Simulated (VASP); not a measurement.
# FeCo3 (Pm-3m) in VASP: notebook

The runs below take FeCo3 through single point, with PBEsol.

Program: VASP 6.6.1. These are calculated values, not measurements. Logs are shortened: lines on timing, memory, paths and dates and some standing lists are left out, and cuts for length are marked.

### 1 The cell of the first run

Symmetry: Pm-3m, No. 221, cubic system. Conventional cell: a = 3.536 Å, b = 3.536 Å, c = 3.536 Å, α = 90.00°, β = 90.00°, γ = 90.00°. Within 3.3 Å of Fe (site symmetry m-3m) lie 12 Co at 2.50 Å. Within 3.3 Å of Co (site symmetry 4/mmm) lie 4 Fe at 2.50 Å and 8 Co at 2.50 Å.

### 2 Single point, PBEsol, collinear spin, ferromagnetic start

File INCAR:

```
SYSTEM = FeCo3
PREC = Accurate
ENCUT = 520
EDIFF = 1E-6
ISMEAR = 0
SIGMA = 0.01
LREAL = .FALSE.
LASPH = .TRUE.
NELM = 150
ALGO = Fast
ISIF = 2
LWAVE = .FALSE.
LCHARG = .TRUE.
ISPIN = 2
MAGMOM = 2.85 1.83 1.83 1.83
LORBIT = 11
LMAXMIX = 4
GGA = PS
LELF = .TRUE.
LVHAR = .TRUE.
NBANDS = 30
```

File KPOINTS:

```
regular mesh
0
G
  6 6 6
  0 0 0
```

File POSCAR:

```
FeCo3
1.0
    3.5357026200      0.0000000000      0.0000000000
    0.0000000000      3.5357026200      0.0000000000
    0.0000000000      0.0000000000      3.5357026200
Fe Co
1 3
Direct
    0.0000000000      0.0000000000      0.0000000000
    0.5000000000      0.5000000000      0.0000000000
    0.5000000000      0.0000000000      0.5000000000
    0.0000000000      0.5000000000      0.5000000000
```

Potentials or basis: VASP PAW PBE potentials, release 64 (Fe, Co).

Command:

```bash
$ cat potpaw_PBE.64/Fe/POTCAR potpaw_PBE.64/Co/POTCAR > POTCAR
$ mpirun -np 1 vasp_std > vasp.out
```

OUTCAR:

```text
SYSTEM = FeCo3
   PREC = Accurate
   ENCUT = 520
   EDIFF = 1E-6
   ISMEAR = 0
   LREAL = .FALSE.
   LASPH = .TRUE.
   NELM = 150
   ISIF = 2
   ISPIN = 2
   LORBIT = 11
   GGA = PS

 ion  position               nearest neighbor table
   1  0.000  0.000  0.000-   2 2.50   3 2.50   4 2.50   3 2.50   4 2.50   2 2.50   4 2.50   4 2.50
                             2 2.50   3 2.50   3 2.50   2 2.50
   2  0.500  0.500  0.000-   1 2.50   3 2.50   4 2.50   3 2.50   4 2.50   1 2.50   3 2.50   3 2.50
                             1 2.50   4 2.50   4 2.50   1 2.50
   3  0.500  0.000  0.500-   1 2.50   2 2.50   4 2.50   1 2.50   2 2.50   2 2.50   4 2.50   2 2.50
                             1 2.50   4 2.50   1 2.50   4 2.50
   4  0.000  0.500  0.500-   1 2.50   2 2.50   3 2.50   1 2.50   2 2.50   1 2.50   3 2.50   1 2.50
                             2 2.50   3 2.50   2 2.50   3 2.50

  LATTYP: Found a simple cubic cell.
 ALAT       =     3.5357026200

  Lattice vectors:

 A1 = (   3.5357026200,   0.0000000000,   0.0000000000)
 A2 = (   0.0000000000,   3.5357026200,   0.0000000000)
 A3 = (   0.0000000000,   0.0000000000,   3.5357026200)

Analysis of symmetry for initial positions (statically):
=====================================================================
 Subroutine PRICEL returns:
 Original cell was already a primitive cell.

 Routine SETGRP: Setting up the symmetry group for a
 simple cubic supercell.

 Subroutine GETGRP returns: Found 48 space group operations
 (whereof 48 operations were pure point group operations)
 out of a pool of 48 trial point group operations.

The static configuration has the point symmetry O_h .

Analysis of symmetry for dynamics (positions and initial velocities):
=====================================================================
 Subroutine PRICEL returns:
 Original cell was already a primitive cell.

 Routine SETGRP: Setting up the symmetry group for a
 simple cubic supercell.

 Subroutine GETGRP returns: Found 48 space group operations
 (whereof 48 operations were pure point group operations)
 out of a pool of 48 trial point group operations.

The dynamic configuration has the point symmetry O_h .

Analysis of structural, dynamic, and magnetic symmetry:
=====================================================================
 Subroutine PRICEL returns:
 Original cell was already a primitive cell.

 Routine SETGRP: Setting up the symmetry group for a
 simple cubic supercell.

 Subroutine GETGRP returns: Found 48 space group operations
[... 131 lines left out ...]
   LEPSILON=     F    determine dielectric tensor
   LRPA    =     F    only Hartree local field effects (RPA)
 spin polarized calculation
 RMM-DIIS sequential band-by-band and
 Gauss-broadening in eV      SIGMA  =   0.01
  energy-cutoff  :      520.00
  volume of cell :       44.20
 maximum number of plane-waves:      1213
 NGX is ok and might be reduce to    28
   NGX = 13   NGY = 13   NGZ = 13

 number of electron      34.9999991 magnetization       7.4241091

 Free energy of the ion-electron system (eV)
  ---------------------------------------------------
  ext. energy  EPLUGINS =         0.00000000
  ---------------------------------------------------
  free energy    TOTEN  =       -31.94636512 eV

  energy without entropy =      -31.94626039  energy(sigma->0) =      -31.94631275

 E-fermi :   8.8940     XC(G=0): -13.4581

 val. band max:        8.8824319129   @ k =   0.5000   0.1667   0.0000
 cond. band min:       8.9047470519   @ k =   0.5000   0.3333   0.0000
 fundamental gap:      0.0223151390
 Fermi energy:         8.8939923251

 spin component 1

 k-point     1 :       0.0000    0.0000    0.0000
  band No.  band energies     occupation
      1       0.0100      1.00000
      2       3.6487      1.00000
      3       3.6487      1.00000
      4       3.7881      1.00000
      5       4.3669      1.00000
      6       4.3669      1.00000
[... 629 lines left out ...]
     28      15.3126      0.00000
     29      30.2437      0.00000
 Fermi energy:         8.8939923251

 spin component 2

 k-point     1 :       0.0000    0.0000    0.0000
  band No.  band energies     occupation
      1       0.1575      1.00000
      2       5.0035      1.00000
      3       5.0442      1.00000
      4       5.0442      1.00000
      5       5.7491      1.00000
      6       5.7491      1.00000
[... 629 lines left out ...]
     28      16.5241      0.00000
     29      30.0768      0.00000
 [bands above 29 left out]

------------------------ aborting loop because EDIFF is reached ----------------------------------------

  FORCE on cell =-STRESS in cart. coord.  units (eV):
  Direction    XX          YY          ZZ          XY          YZ          ZX
  --------------------------------------------------------------------------------------
  -------------------------------------------------------------------------------------
  Total       -2.3552614     -2.3552614     -2.3552614      0.0000000      0.0000000     -0.0000000
  in kB      -85.3733868    -85.3733868    -85.3733868      0.0000000      0.0000000     -0.0000000
  external PRESSURE =     -85.3733868 kB  Pullay stress =       0.0000000 kB

 VOLUME and BASIS-vectors are now :
 -----------------------------------------------------------------------------
  energy-cutoff  :      520.00
  volume of cell :       44.20
      direct lattice vectors                 reciprocal lattice vectors
     3.535702620  0.000000000  0.000000000     0.282829216  0.000000000  0.000000000
     0.000000000  3.535702620  0.000000000     0.000000000  0.282829216  0.000000000
     0.000000000  0.000000000  3.535702620     0.000000000  0.000000000  0.282829216

 POSITION                                       TOTAL-FORCE (eV/Angst)
 -----------------------------------------------------------------------------------
      0.00000      0.00000      0.00000         0.000000      0.000000      0.000000
      1.76785      1.76785      0.00000         0.000000      0.000000      0.000000
      1.76785      0.00000      1.76785         0.000000      0.000000      0.000000
      0.00000      1.76785      1.76785         0.000000      0.000000      0.000000
 -----------------------------------------------------------------------------------
    total drift:                                0.000000      0.000000      0.000000

  FREE ENERGIE OF THE ION-ELECTRON SYSTEM (eV)
  ---------------------------------------------------
  free  energy   TOTEN  =       -31.9463651177 eV

  energy  without entropy=      -31.9462603880  energy(sigma->0) =      -31.94631275

 total charge

# of ion       s       p       d       tot
------------------------------------------
    1        0.487   0.536   6.203   7.226
    2        0.490   0.525   7.252   8.268
    3        0.490   0.525   7.252   8.268
    4        0.490   0.525   7.252   8.268
--------------------------------------------------
tot          1.958   2.112  27.960  32.030

 magnetization (x)

# of ion       s       p       d       tot
------------------------------------------
    1       -0.005  -0.034   2.629   2.591
    2       -0.018  -0.048   1.684   1.618
    3       -0.018  -0.048   1.684   1.618
    4       -0.018  -0.048   1.684   1.618
--------------------------------------------------
tot         -0.059  -0.178   7.681   7.444
```

OSZICAR:

```text
N       E                     dE             d eps       ncg     rms          rms(c)
DAV:   1     0.228134417678E+03    0.22813E+03   -0.15512E+04  2504   0.156E+03
DAV:   2    -0.228707091846E+02   -0.25101E+03   -0.23345E+03  2400   0.302E+02
DAV:   3    -0.366906220691E+02   -0.13820E+02   -0.13049E+02  2646   0.970E+01
DAV:   4    -0.368946312907E+02   -0.20401E+00   -0.20377E+00  2766   0.122E+01
DAV:   5    -0.369034203187E+02   -0.87890E-02   -0.87885E-02  3590   0.191E+00    0.226E+01
RMM:   6    -0.327062315091E+02    0.41972E+01   -0.29446E+01  2592   0.549E+01    0.144E+01
RMM:   7    -0.324298609876E+02    0.27637E+00   -0.34480E+00  2507   0.209E+01    0.134E+01
RMM:   8    -0.322640394922E+02    0.16582E+00   -0.72004E-01  2570   0.838E+00    0.918E+00
RMM:   9    -0.319436533925E+02    0.32039E+00   -0.14063E-01  2697   0.353E+00    0.288E+00
RMM:  10    -0.319465451762E+02   -0.28918E-02   -0.43835E-02  2816   0.121E+00    0.162E+00
RMM:  11    -0.319457634741E+02    0.78170E-03   -0.12592E-02  2886   0.793E-01    0.558E-01
RMM:  12    -0.319458133986E+02   -0.49925E-04   -0.24255E-03  3150   0.242E-01    0.304E-01
RMM:  13    -0.319461032016E+02   -0.28980E-03   -0.56978E-04  2912   0.187E-01    0.239E-01
RMM:  14    -0.319464030260E+02   -0.29982E-03   -0.19828E-04  2978   0.956E-02    0.185E-01
RMM:  15    -0.319463571723E+02    0.45854E-04   -0.13696E-04  2717   0.784E-02    0.835E-02
RMM:  16    -0.319463554742E+02    0.16980E-05   -0.46591E-05  2984   0.530E-02    0.565E-02
RMM:  17    -0.319463641844E+02   -0.87102E-05   -0.21823E-05  2939   0.275E-02    0.121E-02
RMM:  18    -0.319463651177E+02   -0.93334E-06   -0.61288E-06  2518   0.128E-02
   1 F= -.31946365E+02 E0= -.31946313E+02  d E =-.104730E-03  mag=     7.4234
```

stdout:

```text
POSCAR found type information on POSCAR FeCo
 POSCAR found :  2 types and       4 ions
 scaLAPACK will be used
 -----------------------------------------------------------------------------
|                                                                             |
|                                                                             |
|     You enforced a specific xc type in the INCAR file but a different       |
|     I HOPE YOU KNOW WHAT YOU ARE DOING!                                     |
|                                                                             |
 -----------------------------------------------------------------------------

 LDA part: xc-table for (Slater+PW92), standard interpolation
 POSCAR, INCAR and KPOINTS ok, starting setup
 FFT: planning ... GRIDC
 FFT: planning ... GRID_SOFT
 FFT: planning ... GRID
 WAVECAR not read
 entering main loop
WARNING in EDDRMM: call to ZHEGV failed, returncode =   8  4     29
```

Wall time 35 s (1 thread of Intel Xeon 6975P-C (Granite Rapids), shared host); peak memory 0.19 GiB.

What came out:

| Quantity | Value |
| --- | --- |
| Free energy | -31.9464 eV |
| Pressure | -8.5 GPa |
| Net moment | 7.42 μB per cell |
| Site moments | Fe +2.59; Co +1.62 μB |
| Valence electrons inside the program's atomic spheres | Fe 7.23; Co 8.27 |

Caveat: the cell stands under tension; the PAW data sets were made with another functional, which shifts forces and pressure a little.

### 3 Single point, PBEsol, collinear spin, ferromagnetic start

File INCAR:

```
PREC     = Accurate       # precision mode
ENCUT    = 520            # plane-wave cutoff, eV
EDIFF    = 1E-6           # SCF threshold, eV
ISMEAR   = 0              # smearing method
SIGMA    = 0.05           # smearing width, eV
LREAL    = False          # projectors in reciprocal space
LASPH    = True           # aspherical terms in the spheres
NELM     = 150            # most SCF steps
ALGO     = Fast           # electronic algorithm
ISIF     = 2              # what is computed and relaxed
LWAVE    = False          # write WAVECAR
LCHARG   = False          # write CHGCAR
ISPIN    = 2              # spin polarisation
MAGMOM   = 2.85 1.83 1.83 1.83 # initial moments
LORBIT   = 11             # projections on sites
LMAXMIX  = 4              # l up to which the mixer works
GGA      = PS             # functional
NBANDS   = 30             # bands
```

File KPOINTS:

```
regular mesh
0
Gamma
  6 6 6
```

POSCAR is that of step 2.

Potentials or basis: VASP PAW PBE potentials, release 64 (Fe, Co).

Command:

```bash
$ cat potpaw_PBE.64/Fe/POTCAR potpaw_PBE.64/Co/POTCAR > POTCAR
$ mpirun -np 1 vasp_std > vasp.out
```

Wall time 31 s (1 thread of Intel Xeon 6975P-C (Granite Rapids), shared host); peak memory 0.19 GiB.

It converged, with:

| Quantity | Value |
| --- | --- |
| Free energy | -31.9493 eV |
| Pressure | -8.0 GPa |
| Net moment | 7.54 μB per cell |
| Site moments | Fe +2.61; Co +1.65 μB |
| Valence electrons inside the program's atomic spheres | Fe 7.23; Co 8.27 |

Levels at points of the mesh, in eV from the Fermi level:
Spin up:
```csv
k point,band 19,band 20,band 21,band 22,band 23,band 24
"(0.00, 0.00, 0.00)",-0.25,-0.25,-0.25,2.51,2.51,2.51
"(0.50, 0.00, 0.00)",-1.21,-1.12,-0.43,-0.25,7.95,7.95
"(0.50, 0.50, 0.00)",-1.38,-1.37,1.06,1.06,1.23,1.25
"(0.50, 0.50, 0.50)",-0.55,-0.55,-0.30,-0.25,-0.25,-0.25
```
Spin down:
```tsv
k point	band 10	band 11	band 12	band 13	band 14	band 15	band 16	band 17	band 18	band 19
(0.00, 0.00, 0.00)	-0.86	0.56	0.56	1.30	1.39	1.39	1.39	1.82	1.82	2.03
(0.50, 0.00, 0.00)	-1.79	-0.49	-0.30	-0.03	-0.03	0.26	0.49	0.49	0.82	0.96
(0.50, 0.50, 0.00)	-1.56	-1.39	-1.18	-0.18	-0.18	-0.15	0.22	0.26	0.77	0.81
(0.50, 0.50, 0.50)	-0.86	-0.68	-0.68	-0.26	-0.12	-0.12	-0.12	1.23	1.23	1.23
```

Caveat: the cell stands under tension; the PAW data sets were made with another functional, which shifts forces and pressure a little.

(Continued in part 2 of 2.)
